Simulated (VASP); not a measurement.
NbAl2C2:

```
Al Nb C
1.0
     3.29525    0.00000    0.00000
    -1.64763    2.85377    0.00000
     0.00000    0.00000    8.06339
Al Nb C
2 1 2
Cartesian
  1.6476 0.9513 5.8753
  1.6476 0.9513 2.1881
  0.0000 0.0000 0.0000
  0.0000 0.0000 4.0317
  0.0000 1.9025 4.0317
```

* Program: VASP 6.6.1
* Task: relaxation of cell and atoms
* Functional: PBE
* Potentials or basis: VASP PAW PBE potentials, release 64 (Al, Nb_sv, C)
* Cutoff: 600 eV
* k mesh: 6 × 6 × 2
* Occupations: gaussian, width 0.1 eV
* Spin: no spin polarisation

At the start: pressure -21.1 GPa; volume 15.17 Å³/atom.

Q: How do energy, volume and symmetry change on relaxing?

A: Over 26 steps the energy falls by 1024.5 meV/atom and the volume is 14.47 Å³/atom (-4.6 %); space group P-6m2 (No. 187, to 0.05 Å).

Step by step:
| step | energy change (eV) | largest force (eV/Å) | pressure (GPa) | volume (Å³) |
| --- | --- | --- | --- | --- |
| 1 | 0.0000 | 0.2149 | -21.15 | 75.83 |
| 2 | -2.0787 | 0.1252 | 9.53 | 55.67 |
| 3 | -2.0862 | 0.2088 | 5.70 | 56.71 |
| 4 | -2.6227 | 1.5489 | 4.86 | 57.04 |
| 5 | -3.6533 | 1.0818 | 32.32 | 55.69 |
| 6 | -3.7999 | 1.4142 | 14.28 | 56.63 |
| 7 | -3.9020 | 1.6452 | 20.44 | 56.33 |
| 8 | -3.8602 | 1.3417 | 25.90 | 56.03 |
| 9 | -4.0434 | 1.0330 | 21.87 | 57.95 |
| 10 | -4.1508 | 0.8273 | 17.82 | 60.63 |
| 11 | -4.3680 | 0.8677 | 10.15 | 62.19 |
| 12 | -4.5030 | 0.9364 | 0.16 | 64.63 |
| 13 | -4.5038 | 0.9423 | -0.50 | 64.82 |
| 14 | -4.5210 | 0.9156 | -0.49 | 64.82 |
| 15 | -4.5698 | 0.8386 | -0.40 | 64.82 |
| 16 | -4.6551 | 0.6926 | -0.07 | 64.80 |
| 17 | -4.7865 | 0.5092 | 1.26 | 64.77 |
| 18 | -4.8072 | 0.4567 | 5.79 | 64.71 |
| 19 | -4.8540 | 0.1443 | 3.07 | 64.74 |
| 20 | -4.9194 | 0.1969 | 1.88 | 65.97 |
| 21 | -5.0707 | 0.1472 | -1.60 | 69.67 |
| 22 | -5.0343 | 0.0552 | -6.11 | 77.24 |
| 23 | -5.0988 | 0.0471 | -3.76 | 73.04 |
| 24 | -5.1129 | 0.0343 | 0.78 | 72.69 |
| 25 | -5.1201 | 0.0071 | -0.95 | 72.82 |
| 26 | -5.1224 | 0.0379 | -0.39 | 72.33 |

Final structure:
```xyz
5
Lattice="2.6395 0.0000 0.0000 -1.3197 2.2859 0.0000 0.0000 0.0000 11.9884" Properties=species:S:1:pos:R:3 pbc="T T T"
Al    1.3197    0.7620    9.4762
Al    1.3197    0.7620    2.5123
Nb    0.0000    0.0000    0.0000
C     0.0000    0.0000    5.9942
C     0.0000    1.5239    5.9942
```

Caveat: the k points lie up to 0.46 Å⁻¹ apart in the final cell.
